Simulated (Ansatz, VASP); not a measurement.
# Si: VASP beside Ansatz

The input INCAR:

```
AGGAC = 1.0 ; AGGAX = 1.0
ALDAC = 0.0 ; ALDAX = 1.0
ALGO = Normal ; EDIFF = 1E-6
ENCUT = 520 ; GGA = B5
ISIF = 2 ; ISMEAR = -1
ISPIN = 2 ; LASPH = T
LCHARG = F ; LORBIT = 11
LREAL = F ; LWAVE = F
MAGMOM = 0.5 0.5 ; NBANDS = 15
NELM = 150 ; PREC = Accurate
SIGMA = 0.05
```

KPOINTS

```
k-points
0
Gamma
  8 8 8
```

Contents of POSCAR:

```
Si
1.0
    0.0000000000      2.7218511865      2.7218511865
    2.7218511865      0.0000000000      2.7218511865
    2.7218511865      2.7218511865      0.0000000000
Si
2
Direct
    0.5000000000      0.5000000000      0.5000000000
    0.7500000000      0.7500000000      0.7500000000
```

input.yaml

```yaml
crystal:
  lattice:
    - [0.0, 2.7218511865, 2.7218511865]
    - [2.7218511865, 0.0, 2.7218511865]
    - [2.7218511865, 2.7218511865, 0.0]
  atoms:
    - { symbol: Si, position: [0.5, 0.5, 0.5], spin: 0.5 }
    - { symbol: Si, position: [0.75, 0.75, 0.75], spin: 0.5 }
kpoints:
  mp_grid: { grid: [8, 8, 8] }
scf:
  occupations: { method: fermi_dirac, width: 0.05 }
hamiltonian:
  xc: blyp
  pseudopotentials: { kind: all_electron, lapw: { basis_error: 0.002 } }
magnetization:
  spin_polarized: true
output:
  forces: true
  stress: true
  eigenvalues: true
```

Alike in both runs: task single point; functional BLYP; k mesh 8 × 8 × 8; occupations fermi-dirac, width 0.05 eV; collinear spin.

|  | VASP | Ansatz |
| --- | --- | --- |
| version | VASP 6.6.1 | Ansatz 0.2.0 |
| potentials or method | VASP PAW PBE potentials, release 64 (Si), cutoff 520 eV | all-electron LAPW, scalar-relativistic |

VASP gave:

| Quantity | Value |
| --- | --- |
| gap on the k mesh at the Fermi level (eV) | 0.85 |
| least direct gap on the mesh (eV) | 2.70 |
| pressure (GPa) | 4.4 |
| net moment per atom (μB) | 0.00 |

Problem. Estimate Ansatz's values.

Solution. gap on the k mesh at the Fermi level (eV): 0.84; least direct gap on the mesh (eV): 2.69; pressure (GPa): 4.2; net moment per atom (μB): 0.00.

VASP's potentials were made for PBE, not for BLYP. Ansatz ran all-electron here, and VASP with PAW potentials.
